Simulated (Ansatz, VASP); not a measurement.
**Sn in VASP and in Ansatz**

The input INCAR:

```
  PREC = Accurate
  ENCUT = 520
  EDIFF = 1E-6
  ISMEAR = 0
  SIGMA = 0.1
  LREAL = F
  LASPH = T
  NELM = 100
  ALGO = Normal
  ISIF = 2
  LWAVE = F
  LCHARG = T
  GGA = PS
  LELF = T
  LVHAR = T
  NBANDS = 21
```

Contents of KPOINTS:

```
Automatic mesh
0
Gamma
  14 14 14
```

POSCAR

```
Sn
1.0
    0.0000000000      3.0306577971      5.2011840789
    1.7347309038      0.0000000000      5.2011840789
    1.7347309038      3.0306577971      0.0000000000
Sn
2
Direct
    0.1431627127      0.8568372873      0.1431627127
    0.8568372873      0.1431627127      0.8568372873
```

Input for Ansatz:

```yaml
crystal:
  lattice:
    - [0.0, 3.0306577971, 5.2011840789]
    - [1.7347309038, 0.0, 5.2011840789]
    - [1.7347309038, 3.0306577971, 0.0]
  atoms:
    - { symbol: Sn, position: [0.1431627127, 0.8568372873, 0.1431627127] }
    - { symbol: Sn, position: [0.8568372873, 0.1431627127, 0.8568372873] }
basis:
  ecutwfc: 420
kpoints:
  mp_grid: { grid: [14, 14, 14] }
hamiltonian:
  xc: pbesol
scf:
  occupations: { method: gaussian, width: 0.1 }
output:
  forces: true
  stress: true
  eigenvalues: true
```

Alike in both runs: task single point; functional PBEsol; k mesh 14 × 14 × 14; occupations gaussian, width 0.1 eV; no spin polarisation.

|  | VASP | Ansatz |
| --- | --- | --- |
| version | VASP 6.6.1 | Ansatz 0.2.0 |
| potentials or method | VASP PAW PBE potentials, release 64 (Sn_d), cutoff 520 eV | scalar-relativistic, plane waves, PAW |
| valence electrons in the cell | 28 | 28 |

VASP gave:

```
gap on the k mesh at the Fermi level (eV)                     : none
pressure (GPa)                                                : 155.5
traceless stress, the component that is largest in VASP (GPa) : 194.12
rms of the force components (eV/Å)                            : 22.381
```

What did Ansatz give for the same quantities?

gap on the k mesh at the Fermi level (eV): none; pressure (GPa): 162.0; traceless stress, the component that is largest in VASP (GPa): 207.04; rms of the force components (eV/Å): 24.660.

VASP's potentials were made for PBE, not for PBEsol. Atom by atom the forces differ by 2.279 eV/Å (rms over components). A gap of «none» marks a metal or a gap that the smearing closes. Both programs put the cell under a high pressure, so it lies far from rest at this level. The functional is the same, so the differences come from potentials, cutoffs and numerics.

Noted on VASP's run: the cell as given lies far from equilibrium.
